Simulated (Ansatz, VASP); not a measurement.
One calculation of Ti, two programs

```
CELL_PARAMETERS angstrom
2.70338 0.00000 0.00000
-1.35169 2.34120 0.00000
0.00000 0.00000 5.02268
ATOMIC_POSITIONS crystal
Ti 0.33333 0.66667 0.25000
Ti 0.66667 0.33333 0.75000
```

Change from the starting cell: strain -0.080 along x and y, +0.080 along z, atoms carried along.

Alike in both runs: task single point; functional PBE; k mesh 24 × 24 × 14; occupations gaussian, width 0.15 eV; no spin polarisation.

|  | VASP | Ansatz |
| --- | --- | --- |
| version | VASP 6.6.1 | Ansatz 0.2.0 |
| potentials or method | VASP PAW PBE potentials, release 64 (Ti_sv), cutoff 520 eV | scalar-relativistic, plane waves, PAW |
| valence electrons in the cell | 24 | 24 |

```tsv
	VASP	Ansatz	Ansatz less VASP
gap on the k mesh at the Fermi level (eV)	none	none	-
pressure (GPa)	10.7	11.2	+0.42
traceless stress, the component that is largest in VASP (GPa)	-9.91	-9.97	-0.058
```

A gap of «none» marks a metal or a gap that the smearing closes.
